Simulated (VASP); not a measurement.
Crystal: La.

```
La
1.0
     3.79631    0.00000    0.00000
    -1.89816    3.28770    0.00000
     0.00000    0.00000   12.04126
La
4
Direct
  0.00000 0.00000 0.00000
  0.00000 0.00000 0.50000
  0.33333 0.66667 0.25000
  0.66667 0.33333 0.75000
```

- Program: VASP 6.6.1
- Task: relaxation of cell and atoms
- Functional: RPBE
- Potentials or basis: VASP PAW PBE potentials, release 64 (La)
- Cutoff: 600 eV
- k mesh: 12 × 12 × 4
- Occupations: gaussian, width 0.1 eV
- Spin: no spin polarisation

At the start: pressure 1.0 GPa; volume 37.57 Å³/atom.

Problem. Where does the relaxation end?

Solution. Over 14 steps the energy falls by 5.8 meV/atom and the volume is 39.17 Å³/atom (+4.3 %); space group P6_3/mmc (No. 194, to 0.1 Å) before and after.

The path:
```tsv
step	energy change (eV)	largest force (eV/Å)	pressure (GPa)	volume (Å³)
1	0.0000	0.0000	1.03	150.29
2	-0.0218	0.0000	0.15	155.62
3	-0.0226	0.0000	0.10	156.71
4	-0.0207	0.0000	-0.33	158.92
5	-0.0225	0.0000	0.01	157.36
6	-0.0224	0.0000	-0.13	157.59
7	-0.0230	0.0000	-0.01	156.78
8	-0.0230	0.0000	0.02	156.63
9	-0.0230	0.0000	-0.01	156.60
10	-0.0230	0.0000	0.01	156.64
11	-0.0230	0.0000	0.01	156.66
12	-0.0230	0.0000	0.00	156.71
13	-0.0230	0.0000	0.00	156.68
14	-0.0230	0.0000	0.00	156.69
```

Final structure:
```xyz
4
Lattice="3.8312 0.0000 0.0000 -1.9156 3.3179 0.0000 0.0000 0.0000 12.3269" Properties=species:S:1:pos:R:3 pbc="T T T"
La    3.8312    0.0000    0.0000
La    3.8312    0.0000    6.1635
La    0.0000    2.2119    3.0817
La    1.9156    1.1060    9.2452
```

Caveat: the PAW data sets were made with another functional, which shifts forces and pressure a little.
